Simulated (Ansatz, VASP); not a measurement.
**Two plane-wave programs on Ni**

```
Ni
1.0
     2.39805    0.00000    0.00000
    -1.19902    2.07677    0.00000
     0.00000    0.00000    3.98967
Ni
2
Cartesian
  1.1990 0.6923 2.9922
  0.0000 1.3845 0.9974
```

Alike in both runs: task single point; functional r2SCAN; k mesh 12 × 12 × 7; occupations fermi-dirac, width 0.05 eV; collinear spin.

|  | VASP | Ansatz |
| --- | --- | --- |
| version | VASP 6.6.1 | Ansatz 0.2.0 |
| potentials or method | VASP PAW PBE potentials, release 64 (Ni_sv_GW) | Ansatz PAW |
| plane-wave cutoff (eV) | 650 | 500 |
| valence electrons in the cell | 36 | 36 |

Ansatz gave:

- gap on the k mesh at the Fermi level (eV): none
- pressure (GPa): 14.9
- traceless stress, the component that is largest in VASP (GPa): -1.45
- net moment per atom (μB): 0.71
- size of the moment on the site where the two differ most (μB): 0.77

**Question.** What did VASP give for the same quantities?

**Answer.** gap on the k mesh at the Fermi level (eV): none; pressure (GPa): 11.2; traceless stress, the component that is largest in VASP (GPa): -1.22; net moment per atom (μB): 0.72; size of the moment on the site where the two differ most (μB): 0.78.

VASP's potentials were made for PBE, not for r2SCAN. Site moments also hang on the region over which each program counts them. A gap of «none» marks a metal or a gap that the smearing closes.

Noted on Ansatz's run: the magnetic or orbital state may not be the lowest.
